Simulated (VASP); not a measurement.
**CuO: single point with BLYP**

The system is CuO.

```xyz
4
Lattice="2.3130 -1.6902 0.0000 2.3130 1.6902 0.0000 -0.8489 0.0000 4.9911" Properties=species:S:1:pos:R:3 pbc="T T T"
Cu    1.1565    0.8343    0.0000
Cu    0.7320   -0.8343    2.4955
O     2.0444   -0.2802    1.2662
O     1.6199    0.2802    3.7618
```

- Program: VASP 6.6.1
- Task: single point
- Functional: BLYP
- Potentials or basis: VASP PAW PBE potentials, release 64 (Cu, O)
- Cutoff: 520 eV
- k mesh: 10 × 10 × 5
- Occupations: fermi-dirac, width 0.05 eV
- Spin: no spin polarisation

```json
{"Pressure": "22.4 GPa", "Largest force": "0.960 eV/Å", "Band gap on the k mesh": "zero (bands 17 and 18 overlap by 0.60 eV)"}
```

Forces on the atoms (eV/Å):
```
Cu  -0.784  0.458  0.313
Cu  -0.784 -0.458  0.313
O    0.784  0.085 -0.313
O    0.784 -0.085 -0.313
```

Stress tensor (GPa, compression positive):
```
22.66  0.00 -3.29
 0.00 20.58  0.00
-3.29  0.00 23.99
```

Levels at points of the mesh, in eV from the Fermi level:
```
           k point  band 15  band 16  band 17  band 18  band 19  band 20
(0.00, 0.00, 0.00)    -2.31    -1.81     0.21     0.94     2.03     6.40
(0.50, 0.00, 0.00)    -1.62    -1.52    -0.03     0.29     5.03     6.67
(0.50, 0.50, 0.00)    -1.72    -1.35    -0.73     1.10     3.50     7.27
```

Run time: 4 min on 1 thread of Intel Xeon 8259CL (shared host), peak memory 0.24 GiB.

Caveat: the cell stands under pressure; the PAW data sets were made with another functional, which shifts forces and pressure a little; semilocal functionals often make such compounds metallic where correlation or magnetic order opens a gap, which also shifts bond lengths. With open d or f shells a metallic result of BLYP can be an artefact of self-interaction; +U or a hybrid may open a gap.
